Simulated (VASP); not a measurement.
# AlN in VASP: a series of runs

Runs on AlN. Level: LDA. Tasks: single point.

Everything below comes from runs of VASP 6.6.1. Logs are shortened: lines on timing, memory, paths and dates and some standing lists are left out, and cuts for length are marked.

## Step 1: The cell of the first run

It takes space group P6_3mc (No. 186, hexagonal). Conventional cell: a = 3.249 Å, b = 3.249 Å, c = 4.067 Å, α = 90.00°, β = 90.00°, γ = 120.00°. Within 2.5 Å of Al (site symmetry 3m) lie 5 N at 1.88 to 2.10 Å. Within 2.5 Å of N (site symmetry 3m) lie 5 Al at 1.88 to 2.10 Å.

## Step 2: Single point, LDA

File INCAR:

```
  ALGO = Normal
  EDIFF = 1E-6
  ENCUT = 520
  ISIF = 2
  ISMEAR = 0
  LASPH = T
  LCHARG = T
  LELF = T
  LREAL = F
  LVHAR = T
  LWAVE = F
  NBANDS = 16
  NELM = 100
  PREC = Accurate
  SIGMA = 0.05
```

File KPOINTS:

```
k-points
0
Gamma
  9 9 6
```

File POSCAR:

```
AlN
1.0
    3.2486697589      0.0000000000      0.0000000000
   -1.6243348794      2.8134305397      0.0000000000
    0.0000000000      0.0000000000      4.0666517166
Al N
2 2
Direct
    0.3333333333      0.6666666667      0.7554689695
    0.6666666667      0.3333333333      0.2554689695
    0.3333333333      0.6666666667      0.2394651809
    0.6666666667      0.3333333333      0.7394651809
```

Potentials or basis: VASP PAW LDA potentials, release 64 (Al, N).

On the command line:

```
$ cat potpaw_LDA.64/Al/POTCAR potpaw_LDA.64/N/POTCAR > POTCAR
$ mpirun -np 1 vasp_std > vasp.out
```

OUTCAR:

```text
EDIFF = 1E-6
   ENCUT = 520
   ISIF = 2
   ISMEAR = 0
   LASPH = T
   LREAL = F
   NELM = 100
   PREC = Accurate

 ion  position               nearest neighbor table
   1  0.333  0.667  0.755-   4 1.88   4 1.88   4 1.88   3 1.97   3 2.10   2 2.77   2 2.77   2 2.77
                             2 2.77   2 2.77   2 2.77
   2  0.667  0.333  0.255-   3 1.88   3 1.88   3 1.88   4 1.97   4 2.10   1 2.77   1 2.77   1 2.77
                             1 2.77   1 2.77   1 2.77
   3  0.333  0.667  0.239-   2 1.88   2 1.88   2 1.88   1 1.97   1 2.10
   4  0.667  0.333  0.739-   1 1.88   1 1.88   1 1.88   2 1.97   2 2.10

  LATTYP: Found a hexagonal cell.
 ALAT       =     3.2486697589
 C/A-ratio  =     1.2517898150

  Lattice vectors:

 A1 = (   3.2486697589,   0.0000000000,   0.0000000000)
 A2 = (  -1.6243348794,   2.8134305397,   0.0000000000)
 A3 = (   0.0000000000,   0.0000000000,   4.0666517166)

Analysis of symmetry for initial positions (statically):
=====================================================================
 Subroutine PRICEL returns:
 Original cell was already a primitive cell.

 Routine SETGRP: Setting up the symmetry group for a
 hexagonal supercell.

 Subroutine GETGRP returns: Found 12 space group operations
 (whereof  6 operations were pure point group operations)
 out of a pool of 24 trial point group operations.

The static configuration has the point symmetry C_3v.
 The point group associated with its full space group is C_6v.

Analysis of symmetry for dynamics (positions and initial velocities):
=====================================================================
 Subroutine PRICEL returns:
 Original cell was already a primitive cell.

 Routine SETGRP: Setting up the symmetry group for a
 hexagonal supercell.

 Subroutine GETGRP returns: Found 12 space group operations
 (whereof  6 operations were pure point group operations)
 out of a pool of 24 trial point group operations.

The dynamic configuration has the point symmetry C_3v.
 The point group associated with its full space group is C_6v.

 Subroutine INISYM returns: Found 12 space group operations
 (whereof  6 operations are pure point group operations),
 and found     1 'primitive' translations

----------------------------------------------------------------------------------------

                                     Primitive cell

  volume of cell :      37.1688

  direct lattice vectors                    reciprocal lattice vectors
     3.248669759  0.000000000  0.000000000     0.307818299  0.177718978  0.000000000
    -1.624334879  2.813430540  0.000000000     0.000000000  0.355437956  0.000000000
     0.000000000  0.000000000  4.066651717     0.000000000  0.000000000  0.245902543

  length of vectors
     3.248669759  3.248669759  4.066651717     0.355437956  0.355437956  0.245902543

  position of ions in fractional coordinates (direct lattice)
     0.333333333  0.666666667  0.755468970
     0.666666667  0.333333333  0.255468970
     0.333333333  0.666666667  0.239465181
     0.666666667  0.333333333  0.739465181

  ion indices of the primitive-cell ions
   primitive index   ion index
                 1           1
                 2           2
                 3           3
                 4           4

----------------------------------------------------------------------------------------

 KPOINTS: k-points

Automatic generation of k-mesh.
 Grid dimensions read from file:
 generate k-points for:    9    9    6

 Generating k-lattice:

  Cartesian coordinates                     Fractional coordinates (reciprocal lattice)
     0.034202033  0.019746553  0.000000000     0.111111111  0.000000000  0.000000000
     0.000000000  0.039493106  0.000000000     0.000000000  0.111111111  0.000000000
     0.000000000  0.000000000  0.040983757     0.000000000  0.000000000  0.166666667

  Length of vectors
     0.039493106  0.039493106  0.040983757

  Shift w.r.t. Gamma in fractional coordinates (k-lattice)
     0.000000000  0.000000000  0.000000000

 Subroutine IBZKPT returns following result:
 ===========================================

 Found     48 irreducible k-points:

 Following reciprocal coordinates:
            Coordinates               Weight
  0.000000  0.000000  0.000000      1.000000
  0.111111 -0.000000  0.000000      6.000000
  0.222222  0.000000  0.000000      6.000000
  0.333333  0.000000  0.000000      6.000000
  0.444444  0.000000  0.000000      6.000000
  0.111111  0.111111  0.000000      6.000000
[... 16 lines left out ...]
  0.333333  0.222222  0.166667     24.000000
  0.333333  0.333333  0.166667      4.000000
 [... further k-points ...]
   k-points           NKPTS =     48   k-points in BZ     NKDIM =     48   number of bands    NBANDS=     16
   number of dos      NEDOS =    301   number of ions     NIONS =      4
   total plane-waves  NPLWV =  17280
   dimension x,y,z NGX =    24 NGY =   24 NGZ =   30
   dimension x,y,z NGXF=    48 NGYF=   48 NGZF=   60
   ions per type =               2   2
   NGX,Y,Z   is equivalent  to a cutoff of  12.28, 12.28, 12.26 a.u.
   NGXF,Y,Z  is equivalent  to a cutoff of  24.56, 24.56, 24.53 a.u.
 SYSTEM =  unknown system
   PREC   = accura    normal or accurate (medium, high low for compatibility)
   ISTART =      0    job   : 0-new  1-cont  2-samecut
   ICHARG =      2    charge: 1-file 2-atom 10-const
   ISPIN  =      1    spin polarized calculation?
   LNONCOLLINEAR =      F non collinear calculations
   LSORBIT =      F    spin-orbit coupling
   LASPH  =      T    aspherical Exc in radial PAW
   ENCUT  =  520.0 eV  38.22 Ry    6.18 a.u.   6.04  6.04  7.56*2*pi/ulx,y,z
   NELM   =    100;   NELMIN=  2; NELMDL= -5     # of ELM steps
   EDIFF  = 0.1E-05   stopping-criterion for ELM
   LREAL  =      F    real-space projection
   EDIFFG = 0.1E-04   stopping-criterion for IOM
   NSW    =      0    number of steps for IOM
   IBRION =     -1    ionic relax: 0-MD 1-quasi-New 2-CG
   NFREE  =      0    steps in history (QN), initial steepest desc. (CG)
   ISIF   =      2    stress and relaxation
   ISYM   =      2    0-nonsym 1-usesym 2-fastsym
   POTIM  = 0.5000    time-step for ionic-motion
   TEBEG  =    0.0;   TEEND  =   0.0 temperature during run
   PSTRESS=    0.0 pullay stress
   NELECT =      16.0000    total number of electrons
   NUPDOWN=      -1.0000    fix difference up-down
   EMIN   =  10.00;   EMAX   =-10.00  energy-range for DOS
   EFERMI =   0.00;   METHOD = LEGACY
   ISMEAR =     0;   SIGMA  =   0.05  broadening in eV -4-tet -1-fermi 0-gaus
   EFERMI_NEDOS =   21; number of points for ismear=-14 and -15
   IALGO  =     38    algorithm
   IMIX   =      4    mixing-type and parameters
     AMIX     =   0.40;   BMIX     =  1.00
     AMIX_MAG =   1.60;   BMIX_MAG =  1.00
  volume/ion in A,a.u.               =       9.29        62.71
  Fermi-wavevector in a.u.,A,eV,Ry     =   1.236105  2.335899 20.789086  1.527955
  Thomas-Fermi vector in A             =   2.370727
   LORBIT       =      0    0 simple, 1 ext, 2 COOP (PROOUT), +10 PAW based schemes
   GGA     = CA    functional components
   LHFCALC =     F    Hartree Fock is set to
   AEXX    =    0.0000 exact exchange contribution
   IVDW    =     0    specifies the selected vdW correction
   LEPSILON=     F    determine dielectric tensor
   LRPA    =     F    only Hartree local field effects (RPA)
 non-spin polarized calculation
 Gauss-broadening in eV      SIGMA  =   0.05
  energy-cutoff  :      520.00
  volume of cell :       37.17
 maximum number of plane-waves:      1026
   NGX = 13   NGY = 13   NGZ = 15

 number of electron      15.9999997 magnetization

 Free energy of the ion-electron system (eV)
  ---------------------------------------------------
  ext. energy  EPLUGINS =         0.00000000
  ---------------------------------------------------
  free energy    TOTEN  =       -32.44520632 eV

  energy without entropy =      -32.44520632  energy(sigma->0) =      -32.44520632

 E-fermi :   8.6832     XC(G=0): -11.7884

 val. band max:        8.4084931814   @ k =   0.0000   0.0000   0.0000
 cond. band min:      12.2382611216   @ k =   0.0000   0.0000   0.0000
 fundamental gap:      3.8297679403
 Fermi energy:         8.6832186962

 k-point     1 :       0.0000    0.0000    0.0000
  band No.  band energies     occupation
      1      -8.7092      2.00000
      2      -4.5842      2.00000
      3       1.1705      2.00000
      4       4.9662      2.00000
      5       4.9662      2.00000
      6       6.7484      2.00000
[... 8 lines left out ...]
     15      20.4646      0.00000
     16      20.4646      0.00000

 k-point     2 :       0.1111   -0.0000    0.0000
  band No.  band energies     occupation
      1      -8.5569      2.00000
      2      -4.5832      2.00000
      3       1.3279      2.00000
      4       4.4511      2.00000
      5       4.7516      2.00000
      6       6.2757      2.00000
[... 8 lines left out ...]
     15      19.8628      0.00000
     16      20.4415      0.00000

 k-point     3 :       0.2222    0.0000    0.0000
  band No.  band energies     occupation
      1      -8.1186      2.00000
      2      -4.6328      2.00000
      3       1.7866      2.00000
      4       3.3393      2.00000
      5       4.3186      2.00000
      6       5.3896      2.00000
[... 8 lines left out ...]
     15      19.0330      0.00000
     16      21.2973      0.00000

 k-point     4 :       0.3333    0.0000    0.0000
  band No.  band energies     occupation
      1      -7.4625      2.00000
      2      -4.8590      2.00000
      3       2.3082      2.00000
      4       2.5122      2.00000
      5       3.9293      2.00000
      6       4.6047      2.00000
[... 8 lines left out ...]
     15      20.0320      0.00000
     16      21.9017      0.00000
[... 324 lines left out ...]
 k-point    22 :       0.2222    0.2222    0.1667
  band No.  band energies     occupation
      1      -6.9552      2.00000
      2      -5.1185      2.00000
      3       1.8703      2.00000
      4       2.2177      2.00000
      5       4.0437      2.00000
      6       4.5414      2.00000
[... 8 lines left out ...]
     15      20.7158      0.00000
     16      22.1805      0.00000

 k-point    23 :       0.3333    0.2222    0.1667
  band No.  band energies     occupation
      1      -6.3398      2.00000
      2      -5.4356      2.00000
      3       1.5349      2.00000
      4       2.3743      2.00000
      5       3.2181      2.00000
      6       5.0771      2.00000
[... 8 lines left out ...]
     15      20.5680      0.00000
     16      22.3318      0.00000

 k-point    24 :       0.3333    0.3333    0.1667
  band No.  band energies     occupation
      1      -5.8299      2.00000
      2      -5.8299      2.00000
      3       1.4830      2.00000
      4       2.6610      2.00000
      5       2.6610      2.00000
      6       5.3024      2.00000
[... 8 lines left out ...]
     15      19.9609      0.00000
     16      22.0957      0.00000

 [... further k-points ...]
[... 5 lines left out ...]
  --------------------------------------------------------------------------------------
  -------------------------------------------------------------------------------------
  Total        1.5505117      1.5505117      1.8549803      0.0000000      0.0000000      0.0000000
  in kB       66.8354501     66.8354501     79.9596972      0.0000000      0.0000000      0.0000000
  external PRESSURE =      71.2101992 kB  Pullay stress =       0.0000000 kB

 VOLUME and BASIS-vectors are now :
 -----------------------------------------------------------------------------
  energy-cutoff  :      520.00
  volume of cell :       37.17
      direct lattice vectors                 reciprocal lattice vectors
     3.248669759  0.000000000  0.000000000     0.307818299  0.177718978  0.000000000
    -1.624334879  2.813430540  0.000000000     0.000000000  0.355437956  0.000000000
     0.000000000  0.000000000  4.066651717     0.000000000  0.000000000  0.245902543

 POSITION                                       TOTAL-FORCE (eV/Angst)
 -----------------------------------------------------------------------------------
     -0.00000      1.87562      3.07223        -0.000000      0.000000     -0.253134
      1.62433      0.93781      1.03890         0.000000     -0.000000     -0.253134
     -0.00000      1.87562      0.97382         0.000000      0.000000      0.253134
      1.62433      0.93781      3.00715         0.000000     -0.000000      0.253134
 -----------------------------------------------------------------------------------
    total drift:                               -0.000000     -0.000000     -0.000245

  FREE ENERGIE OF THE ION-ELECTRON SYSTEM (eV)
  ---------------------------------------------------
  free  energy   TOTEN  =       -32.4452063243 eV

  energy  without entropy=      -32.4452063243  energy(sigma->0) =      -32.44520632
```

Wall time 22 s (1 thread of Intel Xeon 8259CL, shared host); peak memory 0.14 GiB.

What came out:

| Item | Value |
| --- | --- |
| Free energy | -32.4452 eV |
| Pressure | 7.1 GPa |
| Largest force | 0.253 eV/Å |
| Band gap on the k mesh | 3.83 eV, direct |

Forces in eV/Å, atoms in the order of the input:
```
Al   0.000  0.000 -0.253
Al   0.000  0.000 -0.253
N    0.000  0.000  0.253
N    0.000  0.000  0.253
```

A k mesh can miss the band edges. As with any semilocal functional, this LDA gap is likely too small.

## Step 3: Single point, LDA

File INCAR:

```
SYSTEM = AlN
  PREC = Accurate
  ENCUT = 520
  EDIFF = 1E-6
  ISMEAR = 0
  SIGMA = 0.05
  LREAL = .FALSE.
  LASPH = .TRUE.
  NELM = 60
  ALGO = Normal
  ISIF = 2
  LWAVE = .FALSE.
  LCHARG = .FALSE.
  NBANDS = 16
```

File KPOINTS:

```
Automatic mesh
0
G
  9 9 6
  0 0 0
```

File POSCAR:

```
AlN
1.0
    3.2486697589      0.0000000000      0.0000000000
   -1.6243348794      2.8134305397      0.0000000000
    0.0000000000      0.0000000000      4.0666517166
Al N
2 2
Direct
    0.3333333333      0.6666666667      0.7500000000
    0.6666666667      0.3333333333      0.2500000000
    0.3333333333      0.6666666667      0.2500000000
    0.6666666667      0.3333333333      0.7500000000
```

Potentials or basis: VASP PAW LDA potentials, release 64 (Al, N).

On the command line:

```
$ cat potpaw_LDA.64/Al/POTCAR potpaw_LDA.64/N/POTCAR > POTCAR
$ mpirun -np 1 vasp_std > vasp.out
```

It took 25 s on 1 thread of Intel Xeon 8259CL, shared host; peak memory 0.14 GiB.

Results (log left out):

- Free energy: -32.4611 eV
- Pressure: 6.6 GPa
- Band gap on the k mesh: 3.81 eV, direct

Stress tensor (GPa, compression positive):
```
7.02 0.00 0.00
0.00 7.02 0.00
0.00 0.00 5.86
```

Levels at points of the mesh, in eV from the valence-band top:
| k point | band 5 | band 6 | band 7 | band 8 | band 9 | band 10 | band 11 | band 12 |
| --- | --- | --- | --- | --- | --- | --- | --- | --- |
| (0.00, 0.00, 0.00) | -3.47 | -1.68 | -1.68 | 0.00 | 3.81 | 4.80 | 8.39 | 8.39 |
| (0.00, 0.00, 0.50) | -2.62 | -2.62 | -2.62 | -2.62 | 6.02 | 6.02 | 8.53 | 8.53 |

## Step 4: Single point, LDA

This run uses another cell than the first one, of 9.53 Å³/atom, 1.025 times its volume.

File INCAR:

```
PREC = Accurate ; ENCUT = 520
EDIFF = 1E-6 ; ISMEAR = 0
SIGMA = 0.05 ; LREAL = F
LASPH = T ; NELM = 100
ALGO = Normal ; ISIF = 2
LWAVE = F ; LCHARG = F
GGA = CA ; NBANDS = 16
```

File KPOINTS:

```
regular mesh
0
Gamma
  9 9 6
```

File POSCAR:

```
AlN
1.0
    3.2758593918      0.0000000000      0.0000000000
   -1.6379296959      2.8369774526      0.0000000000
    0.0000000000      0.0000000000      4.1006874222
Al N
2 2
Direct
    0.3333333333      0.6666666667      0.7554689695
    0.6666666667      0.3333333333      0.2554689695
    0.3333333333      0.6666666667      0.2394651809
    0.6666666667      0.3333333333      0.7394651809
```

On the command line:

```
$ cat potpaw_LDA.64/Al/POTCAR potpaw_LDA.64/N/POTCAR > POTCAR
$ mpirun -np 1 vasp_std > vasp.out
```

It took 26 s on 1 thread of Intel Xeon 8259CL, shared host; peak memory 0.14 GiB.

The run converged. Its results:

```yaml
Free_energy: -32.4697 eV
Pressure: 1.1 GPa
Largest_force: 0.209 eV/Å
Band_gap_on_the_k_mesh: 3.65 eV, direct
```

Forces in eV/Å, atoms in the order of the input:
```
Al   0.000  0.000 -0.209
Al   0.000  0.000 -0.209
N    0.000  0.000  0.209
N    0.000  0.000  0.209
```

Stress tensor (GPa, compression positive):
```
0.37 0.00 0.00
0.00 0.37 0.00
0.00 0.00 2.43
```

Levels at points of the mesh, in eV from the valence-band top:
| k point | band 4 | band 5 | band 6 | band 7 | band 8 | band 9 | band 10 | band 11 | band 12 | band 13 |
| --- | --- | --- | --- | --- | --- | --- | --- | --- | --- | --- |
| (0.00, 0.00, 0.00) | -3.37 | -3.37 | -1.61 | -1.61 | 0.00 | 3.65 | 4.61 | 8.28 | 8.28 | 11.46 |
| (0.00, 0.00, 0.50) | -3.71 | -2.53 | -2.53 | -2.53 | -2.53 | 5.87 | 5.87 | 8.44 | 8.44 | 8.44 |

A k mesh can miss the band edges. LDA gaps usually lie below the measured ones, often by a third to a half.

## Step 5: Single point, LDA

This run uses another cell than the first one, of 9.53 Å³/atom, 1.025 times its volume.

File INCAR:

```
SYSTEM = AlN
PREC     = Accurate       ! precision mode
ENCUT    = 520            ! plane-wave cutoff, eV
EDIFF    = 1E-6           ! SCF threshold, eV
ISMEAR   = 0              ! smearing method
SIGMA    = 0.05           ! smearing width, eV
LREAL    = .False.        ! projectors in reciprocal space
LASPH    = .True.         ! aspherical terms in the spheres
NELM     = 60             ! most SCF steps
ALGO     = Normal         ! electronic algorithm
ISIF     = 2              ! what is computed and relaxed
LWAVE    = .False.        ! write WAVECAR
LCHARG   = .False.        ! write CHGCAR
NBANDS   = 16             ! bands
```

File KPOINTS:

```
Automatic mesh
0
Gamma
  9 9 6
  0 0 0
```

File POSCAR:

```
AlN
1.0
    3.2758593918      0.0000000000      0.0000000000
   -1.6379296959      2.8369774526      0.0000000000
    0.0000000000      0.0000000000      4.1006874222
Al N
2 2
Direct
    0.3333333333      0.6666666667      0.7500000000
    0.6666666667      0.3333333333      0.2500000000
    0.3333333333      0.6666666667      0.2500000000
    0.6666666667      0.3333333333      0.7500000000
```

On the command line:

```
$ cat potpaw_LDA.64/Al/POTCAR potpaw_LDA.64/N/POTCAR > POTCAR
$ mpirun -np 1 vasp_std > vasp.out
```

Wall time 27 s (1 thread of Intel Xeon 8259CL, shared host); peak memory 0.14 GiB.

Results (log left out):

- Free energy: -32.4828 eV
- Pressure: 0.6 GPa
- Band gap on the k mesh: 3.63 eV, direct

Stress tensor (GPa, compression positive):
```
0.67 0.00 0.00
0.00 0.67 0.00
0.00 0.00 0.45
```

Levels at points of the mesh, in eV from the valence-band top:
```tsv
k point	band 5	band 6	band 7	band 8	band 9	band 10	band 11	band 12
(0.00, 0.00, 0.00)	-3.39	-1.63	-1.63	0.00	3.63	4.59	8.26	8.26
(0.00, 0.00, 0.50)	-2.55	-2.55	-2.55	-2.55	5.87	5.87	8.41	8.41
```

A k mesh can miss the band edges. As with any semilocal functional, this LDA gap is likely too small.
